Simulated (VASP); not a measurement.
# CuAu in VASP: a series of runs, part 2 of 2

VASP 6.6.1.

### Step 4. Single point, PBE

This run uses another cell than the first one, of 148.72 Å³/atom, 1.708 times its volume.

INCAR reads:

```
SYSTEM = CuAu
PREC = Accurate
ENCUT = 520
EDIFF = 1E-7
ISMEAR = 0
SIGMA = 0.1
LREAL = .False.
LASPH = .True.
NELM = 60
ALGO = Normal
ISIF = 2
LWAVE = .False.
LCHARG = .False.
LDIPOL = .True.
IDIPOL = 3
DIPOL = 0.5 0.5 0.294
GGA = PE
NBANDS = 18
```

KPOINTS reads:

```
regular mesh
0
Gamma
  6 6 1
  0 0 0
```

POSCAR reads:

```
CuAu
1.0
    3.5351333624      0.0000000000      0.0000000000
    0.0000000000      3.5351333624      0.0000000000
    0.0000000000      0.0000000000     23.8000000000
Cu Au
1 1
Direct
    0.0000000000      0.0000000000      0.2941176471
    0.5000000000      0.5000000000      0.2941176471
```

Potentials or basis: VASP PAW PBE potentials, release 64 (Cu, Au).

On the command line:

```
$ cat potpaw_PBE.64/Cu/POTCAR potpaw_PBE.64/Au/POTCAR > POTCAR
$ mpirun -np 1 vasp_std > vasp.out
```

OUTCAR:

```text
SYSTEM = CuAu
   PREC = Accurate
   ENCUT = 520
   EDIFF = 1E-7
   ISMEAR = 0
   LREAL = .False.
   LASPH = .True.
   NELM = 60
   ISIF = 2
   GGA = PE

 ion  position               nearest neighbor table
   1  0.000  0.000  0.294-   2 2.50   2 2.50   2 2.50   2 2.50
   2  0.500  0.500  0.294-   1 2.50   1 2.50   1 2.50   1 2.50

  LATTYP: Found a simple tetragonal cell.
 ALAT       =     3.5351333624
 C/A-ratio  =     6.7324192782

  Lattice vectors:

 A1 = (   3.5351333624,   0.0000000000,   0.0000000000)
 A2 = (   0.0000000000,   3.5351333624,   0.0000000000)
 A3 = (   0.0000000000,   0.0000000000,  23.8000000000)

Analysis of symmetry for initial positions (statically):
=====================================================================
 Subroutine PRICEL returns:
 Original cell was already a primitive cell.

 Routine SETGRP: Setting up the symmetry group for a
 simple tetragonal supercell.

 Subroutine GETGRP returns: Found 16 space group operations
 (whereof  8 operations were pure point group operations)
 out of a pool of 16 trial point group operations.
[... 154 lines left out ...]

 E-fermi :  -4.0470     XC(G=0):  -1.9027

 val. band max:       -4.3231337643   @ k =   0.5000   0.1667   0.0000
 cond. band min:      -3.7999406465   @ k =   0.0000   0.0000   0.0000
 fundamental gap:      0.5231931178
 Fermi energy:        -4.0469845675

 k-point     1 :       0.0000    0.0000    0.0000
  band No.  band energies     occupation
      1     -10.2095      2.00000
      2      -8.7339      2.00000
      3      -8.4485      2.00000
      4      -6.8854      2.00000
      5      -6.8854      2.00000
      6      -6.6179      2.00000
[... 187 lines left out ...]
      5      -6.3335      2.00000
      6      -5.8770      2.00000
[... 10 lines left out ...]
     17       5.7870      0.00000
     18       5.7870      0.00000

------------------------ aborting loop because EDIFF is reached ----------------------------------------

 vacuum level on the upper side and lower side of the slab       (xc-potential included)        -0.007        -0.007

  FORCE on cell =-STRESS in cart. coord.  units (eV):
  Direction    XX          YY          ZZ          XY          YZ          ZX
  --------------------------------------------------------------------------------------
  -------------------------------------------------------------------------------------
  Total        0.1120968      0.1120968     -0.0196595      0.0000000      0.0000000      0.0000000
  in kB        0.6038309      0.6038309     -0.1058994      0.0000000      0.0000000      0.0000000
  external PRESSURE =       0.3672541 kB  Pullay stress =       0.0000000 kB

 VOLUME and BASIS-vectors are now :
 -----------------------------------------------------------------------------
  energy-cutoff  :      520.00
  volume of cell :      297.43
      direct lattice vectors                 reciprocal lattice vectors
     3.535133362  0.000000000  0.000000000     0.282874760  0.000000000  0.000000000
     0.000000000  3.535133362  0.000000000     0.000000000  0.282874760  0.000000000
     0.000000000  0.000000000 23.800000000     0.000000000  0.000000000  0.042016807

 POSITION                                       TOTAL-FORCE (eV/Angst)
 -----------------------------------------------------------------------------------
      0.00000      0.00000      7.00000         0.000000     -0.000000     -0.000000
      1.76757      1.76757      7.00000         0.000000      0.000000      0.000000
 -----------------------------------------------------------------------------------
    total drift:                                0.000000      0.000000      0.000112

  FREE ENERGIE OF THE ION-ELECTRON SYSTEM (eV)
  ---------------------------------------------------
  free  energy   TOTEN  =        -5.6214336954 eV

  energy  without entropy=       -5.6214256631  energy(sigma->0) =       -5.62142968

 vacuum level on the upper side and lower side of the slab         1.300         1.300
```

stdout:

```text
POSCAR found type information on POSCAR CuAu
 POSCAR found :  2 types and       2 ions
 scaLAPACK will be used
 LDA part: xc-table for (Slater+PW92), standard interpolation
 POSCAR, INCAR and KPOINTS ok, starting setup
 FFT: planning ... GRIDC
 FFT: planning ... GRID_SOFT
 FFT: planning ... GRID
 WAVECAR not read
 entering main loop
```

Run time: 47 s. Hardware: 1 thread of AMD EPYC 9R45 (Zen 5), shared host; peak memory 0.36 GiB.

What came out:

- Free energy: -5.6214 eV
- Band gap on the k mesh: zero (band 11 reaches -2.53 eV, above the bottom of band 12 at -4.66 eV)

Caveat: spin-orbit coupling is left out, which moves the levels of the heavy elements.

### Step 5. Single point, PBE

This run uses another cell than the first one, of 148.93 Å³/atom, 1.710 times its volume.

INCAR reads:

```
SYSTEM = CuAu
  PREC = Accurate
  ENCUT = 520
  EDIFF = 1E-6
  ISMEAR = 0
  SIGMA = 0.1
  LREAL = .False.
  LASPH = .True.
  NELM = 80
  ALGO = Normal
  ISIF = 2
  LWAVE = .False.
  LCHARG = .False.
  LDIPOL = .True.
  IDIPOL = 3
  DIPOL = 0.5 0.5 0.294
  GGA = PE
  NBANDS = 18
```

KPOINTS reads:

```
regular mesh
0
Gamma
  16 16 1
  0 0 0
```

POSCAR reads:

```
CuAu
1.0
    3.5377064192      0.0000000000      0.0000000000
    0.0000000000      3.5377064192      0.0000000000
    0.0000000000      0.0000000000     23.8000000000
Cu Au
1 1
Direct
    0.0000000000      0.0000000000      0.2941176471
    0.5000000000      0.5000000000      0.2941176471
```

On the command line:

```
$ cat potpaw_PBE.64/Cu/POTCAR potpaw_PBE.64/Au/POTCAR > POTCAR
$ mpirun -np 1 vasp_std > vasp.out
```

Run time: 2.8 min. Hardware: 1 thread of AMD EPYC 9R45 (Zen 5), shared host; peak memory 0.53 GiB.

It converged, with:

| Property | Result |
| --- | --- |
| Free energy | -5.5949 eV |
| Band gap on the k mesh | zero (band 11 reaches -2.52 eV, above the bottom of band 12 at -4.66 eV) |

Levels at points of the mesh, in eV from the Fermi level:
```
           k point  band 8  band 9  band 10  band 11  band 12  band 13  band 14  band 15
(0.00, 0.00, 0.00)   -0.95   -0.95    -0.62     0.20     1.33     5.01     5.44     5.49
(0.50, 0.00, 0.00)   -1.63   -1.35    -1.34    -1.20    -0.66     5.00     5.70     7.88
(0.50, 0.50, 0.00)   -1.10   -0.81    -0.81     1.48     1.48     2.98     5.24     6.69
```

Caveat: spin-orbit coupling is left out, which moves the levels of the heavy elements.

### Step 6. Single point, PBE

This run uses another cell than the first one, of 148.72 Å³/atom, 1.708 times its volume.

INCAR reads:

```
ALGO = Normal
DIPOL = 0.5 0.5 0.294
EDIFF = 1E-6
ENCUT = 520
GGA = PE
IDIPOL = 3
ISIF = 2
ISMEAR = 0
LASPH = True
LCHARG = False
LDIPOL = True
LREAL = False
LWAVE = False
NBANDS = 18
NELM = 60
PREC = Accurate
SIGMA = 0.1
```

KPOINTS reads:

```
k-points
0
Gamma
  16 16 1
```

POSCAR reads:

```
CuAu
1.0
    3.5351333624      0.0000000000      0.0000000000
    0.0000000000      3.5351333624      0.0000000000
    0.0000000000      0.0000000000     23.8000000000
Cu Au
1 1
Direct
    0.0000000000      0.0000000000      0.2941176471
    0.5000000000      0.5000000000      0.2941176471
```

Potentials or basis: VASP PAW PBE potentials, release 64 (Cu, Au).

On the command line:

```
$ cat potpaw_PBE.64/Cu/POTCAR potpaw_PBE.64/Au/POTCAR > POTCAR
$ mpirun -np 1 vasp_std > vasp.out
```

OUTCAR:

```text
EDIFF = 1E-6
   ENCUT = 520
   GGA = PE
   ISIF = 2
   ISMEAR = 0
   LASPH = True
   LREAL = False
   NELM = 60
   PREC = Accurate

 ion  position               nearest neighbor table
   1  0.000  0.000  0.294-   2 2.50   2 2.50   2 2.50   2 2.50
   2  0.500  0.500  0.294-   1 2.50   1 2.50   1 2.50   1 2.50

  LATTYP: Found a simple tetragonal cell.
 ALAT       =     3.5351333624
 C/A-ratio  =     6.7324192782

  Lattice vectors:

 A1 = (   3.5351333624,   0.0000000000,   0.0000000000)
 A2 = (   0.0000000000,   3.5351333624,   0.0000000000)
 A3 = (   0.0000000000,   0.0000000000,  23.8000000000)

Analysis of symmetry for initial positions (statically):
=====================================================================
 Subroutine PRICEL returns:
 Original cell was already a primitive cell.

 Routine SETGRP: Setting up the symmetry group for a
 simple tetragonal supercell.

 Subroutine GETGRP returns: Found 16 space group operations
 (whereof  8 operations were pure point group operations)
 out of a pool of 16 trial point group operations.

The static configuration has the point symmetry C_4v.
 The point group associated with its full space group is D_4h.

Analysis of symmetry for dynamics (positions and initial velocities):
=====================================================================
 Subroutine PRICEL returns:
 Original cell was already a primitive cell.

 Routine SETGRP: Setting up the symmetry group for a
 simple tetragonal supercell.

 Subroutine GETGRP returns: Found 16 space group operations
 (whereof  8 operations were pure point group operations)
 out of a pool of 16 trial point group operations.

The dynamic configuration has the point symmetry C_4v.
 The point group associated with its full space group is D_4h.

 Subroutine INISYM returns: Found 16 space group operations
 (whereof  8 operations are pure point group operations),
 and found     1 'primitive' translations

----------------------------------------------------------------------------------------

                                     Primitive cell

  volume of cell :     297.4326

  direct lattice vectors                    reciprocal lattice vectors
     3.535133362  0.000000000  0.000000000     0.282874760  0.000000000  0.000000000
     0.000000000  3.535133362  0.000000000     0.000000000  0.282874760  0.000000000
     0.000000000  0.000000000 23.800000000     0.000000000  0.000000000  0.042016807

  length of vectors
     3.535133362  3.535133362 23.800000000     0.282874760  0.282874760  0.042016807

  position of ions in fractional coordinates (direct lattice)
     0.000000000  0.000000000  0.294117647
     0.500000000  0.500000000  0.294117647

  ion indices of the primitive-cell ions
   primitive index   ion index
                 1           1
                 2           2

----------------------------------------------------------------------------------------

 KPOINTS: k-points

Automatic generation of k-mesh.
 Grid dimensions read from file:
 generate k-points for:   16   16    1

 Generating k-lattice:

  Cartesian coordinates                     Fractional coordinates (reciprocal lattice)
     0.017679672  0.000000000  0.000000000     0.062500000  0.000000000  0.000000000
[... 21 lines left out ...]
  0.312500  0.000000  0.000000      4.000000
[... 16 lines left out ...]
  0.437500  0.125000  0.000000      8.000000
  0.500000  0.125000  0.000000      4.000000
 [... further k-points ...]
   k-points           NKPTS =     45   k-points in BZ     NKDIM =     45   number of bands    NBANDS=     18
   number of dos      NEDOS =    301   number of ions     NIONS =      2
   total plane-waves  NPLWV = 141120
   dimension x,y,z NGX =    28 NGY =   28 NGZ =  180
   dimension x,y,z NGXF=    56 NGYF=   56 NGZF=  360
   ions per type =               1   1
   NGX,Y,Z   is equivalent  to a cutoff of  13.17, 13.17, 12.57 a.u.
   NGXF,Y,Z  is equivalent  to a cutoff of  26.33, 26.33, 25.15 a.u.
 SYSTEM =  unknown system
   PREC   = accura    normal or accurate (medium, high low for compatibility)
   ISTART =      0    job   : 0-new  1-cont  2-samecut
   ICHARG =      2    charge: 1-file 2-atom 10-const
   ISPIN  =      1    spin polarized calculation?
   LNONCOLLINEAR =      F non collinear calculations
   LSORBIT =      F    spin-orbit coupling
   LASPH  =      T    aspherical Exc in radial PAW
   ENCUT  =  520.0 eV  38.22 Ry    6.18 a.u.   6.57  6.57 44.25*2*pi/ulx,y,z
   NELM   =     60;   NELMIN=  2; NELMDL= -5     # of ELM steps
   EDIFF  = 0.1E-05   stopping-criterion for ELM
   LREAL  =      F    real-space projection
   EDIFFG = 0.1E-04   stopping-criterion for IOM
   NSW    =      0    number of steps for IOM
   IBRION =     -1    ionic relax: 0-MD 1-quasi-New 2-CG
   NFREE  =      0    steps in history (QN), initial steepest desc. (CG)
   ISIF   =      2    stress and relaxation
   ISYM   =      2    0-nonsym 1-usesym 2-fastsym
   POTIM  = 0.5000    time-step for ionic-motion
   TEBEG  =    0.0;   TEEND  =   0.0 temperature during run
   PSTRESS=    0.0 pullay stress
   NELECT =      22.0000    total number of electrons
   NUPDOWN=      -1.0000    fix difference up-down
   EMIN   =  10.00;   EMAX   =-10.00  energy-range for DOS
   EFERMI =   0.00;   METHOD = LEGACY
   ISMEAR =     0;   SIGMA  =   0.10  broadening in eV -4-tet -1-fermi 0-gaus
   EFERMI_NEDOS =   21; number of points for ismear=-14 and -15
   IALGO  =     38    algorithm
   IMIX   =      4    mixing-type and parameters
     AMIX     =   0.40;   BMIX     =  1.00
     AMIX_MAG =   1.60;   BMIX_MAG =  1.00
  volume/ion in A,a.u.               =     148.72      1003.59
  Fermi-wavevector in a.u.,A,eV,Ry     =   0.687205  1.298629  6.425358  0.472250
  Thomas-Fermi vector in A             =   1.767653
   LORBIT       =      0    0 simple, 1 ext, 2 COOP (PROOUT), +10 PAW based schemes
   GGA     = PE    functional components
   LHFCALC =     F    Hartree Fock is set to
   AEXX    =    0.0000 exact exchange contribution
   IVDW    =     0    specifies the selected vdW correction
   LEPSILON=     F    determine dielectric tensor
   LRPA    =     F    only Hartree local field effects (RPA)
 non-spin polarized calculation
 Gauss-broadening in eV      SIGMA  =   0.10
  energy-cutoff  :      520.00
  volume of cell :      297.43
 maximum number of plane-waves:      8083
 NGX is ok and might be reduce to    28
   NGX = 13   NGY = 13   NGZ = 89

 dipolmoment           0.000000      0.000000     -0.000018 electrons x Angstroem

 number of electron      22.0000004 magnetization

 dipolmoment           0.000000      0.000000      0.000002 electrons x Angstroem

 Free energy of the ion-electron system (eV)
  ---------------------------------------------------
  ext. energy  EPLUGINS =         0.00000000
  ---------------------------------------------------
  free energy    TOTEN  =        -5.59478674 eV

  energy without entropy =       -5.59112744  energy(sigma->0) =       -5.59295709

 E-fermi :  -3.9975     XC(G=0):  -1.9059

 val. band max:       -4.0542998056   @ k =   0.4375   0.3750   0.0000
 cond. band min:      -3.9645409398   @ k =   0.0625   0.0625   0.0000
 fundamental gap:      0.0897588659
 Fermi energy:        -3.9974595861

 k-point     1 :       0.0000    0.0000    0.0000
  band No.  band energies     occupation
      1     -10.1965      2.00000
      2      -8.7198      2.00000
      3      -8.4369      2.00000
      4      -6.8731      2.00000
      5      -6.8731      2.00000
      6      -6.6066      2.00000
[... 481 lines left out ...]
      5      -6.6219      2.00000
      6      -6.1617      2.00000
[... 10 lines left out ...]
     17       4.6896      0.00000
     18       4.7059      0.00000

 [... further k-points ...]

------------------------ aborting loop because EDIFF is reached ----------------------------------------

 vacuum level on the upper side and lower side of the slab       (xc-potential included)        -0.007        -0.007

  FORCE on cell =-STRESS in cart. coord.  units (eV):
  Direction    XX          YY          ZZ          XY          YZ          ZX
  --------------------------------------------------------------------------------------
  -------------------------------------------------------------------------------------
  Total        0.0844133      0.0844133     -0.0204047      0.0000000      0.0000000      0.0000000
  in kB        0.4547081      0.4547081     -0.1099137      0.0000000      0.0000000      0.0000000
  external PRESSURE =       0.2665009 kB  Pullay stress =       0.0000000 kB

 VOLUME and BASIS-vectors are now :
 -----------------------------------------------------------------------------
  energy-cutoff  :      520.00
  volume of cell :      297.43
      direct lattice vectors                 reciprocal lattice vectors
     3.535133362  0.000000000  0.000000000     0.282874760  0.000000000  0.000000000
     0.000000000  3.535133362  0.000000000     0.000000000  0.282874760  0.000000000
     0.000000000  0.000000000 23.800000000     0.000000000  0.000000000  0.042016807

 POSITION                                       TOTAL-FORCE (eV/Angst)
 -----------------------------------------------------------------------------------
      0.00000      0.00000      7.00000         0.000000     -0.000000      0.000000
      1.76757      1.76757      7.00000         0.000000      0.000000     -0.000000
 -----------------------------------------------------------------------------------
    total drift:                                0.000000      0.000000      0.000125

  FREE ENERGIE OF THE ION-ELECTRON SYSTEM (eV)
  ---------------------------------------------------
  free  energy   TOTEN  =        -5.5947867385 eV

  energy  without entropy=       -5.5911274354  energy(sigma->0) =       -5.59295709

 vacuum level on the upper side and lower side of the slab         1.299         1.299
```

OSZICAR:

```text
N       E                     dE             d eps       ncg     rms          rms(c)
DAV:   1     0.154227254992E+03    0.15423E+03   -0.69967E+03  1620   0.896E+02
DAV:   2     0.989401260786E+01   -0.14433E+03   -0.12936E+03  1794   0.200E+02
DAV:   3    -0.572174841591E+01   -0.15616E+02   -0.14683E+02  2158   0.691E+01
[... 14 lines left out ...]
DAV:  18    -0.559476572392E+01   -0.22232E-04   -0.96774E-07  1516   0.641E-03    0.121E-03
DAV:  19    -0.559477894484E+01   -0.13221E-04   -0.32026E-07  1418   0.468E-03    0.384E-04
DAV:  20    -0.559478503180E+01   -0.60870E-05   -0.21791E-07  1376   0.193E-03    0.426E-04
DAV:  21    -0.559478630152E+01   -0.12697E-05   -0.38814E-08  1482   0.150E-03    0.232E-04
DAV:  22    -0.559478673850E+01   -0.43698E-06   -0.14176E-08  1348   0.226E-03
   1 F= -.55947867E+01 E0= -.55929571E+01  d E =-.365930E-02
```

Run time: 2.9 min. Hardware: 1 thread of AMD EPYC 9R45 (Zen 5), shared host; peak memory 0.52 GiB.

Results:

```yaml
Free_energy: -5.5948 eV
Band_gap_on_the_k_mesh: zero (band 11 reaches -2.52 eV, above the bottom of band 12 at -4.66 eV)
```

Levels at points of the mesh, in eV from the Fermi level:
```
           k point  band 8  band 9  band 10  band 11  band 12  band 13  band 14  band 15
(0.00, 0.00, 0.00)   -0.95   -0.95    -0.62     0.21     1.32     5.01     5.44     5.49
(0.50, 0.00, 0.00)   -1.63   -1.35    -1.34    -1.21    -0.67     5.01     5.71     7.88
(0.50, 0.50, 0.00)   -1.10   -0.81    -0.81     1.48     1.48     2.99     5.25     6.69
```

Caveat: spin-orbit coupling is left out, which moves the levels of the heavy elements.

### Step 7. The runs side by side

```tsv
cell	k mesh	gap on the mesh (eV)
a = 3.527, b = 3.527, c = 14.000 Å, 2 atoms	6 × 6 × 1	none
a = 3.535, b = 3.535, c = 23.800 Å, 2 atoms	6 × 6 × 1	none
a = 3.538, b = 3.538, c = 23.800 Å, 2 atoms	16 × 16 × 1	none
a = 3.535, b = 3.535, c = 23.800 Å, 2 atoms	16 × 16 × 1	none
```

Alike in all rows: task single point; level PBE; potentials or basis VASP PAW PBE potentials, release 64 (Cu, Au); no spin polarisation; cutoff (eV) 520; smearing gaussian 0.1 eV.

Caveats: spin-orbit coupling is left out, which moves the levels of the heavy elements.

Absolute energies hang on the potentials; compare differences alone.
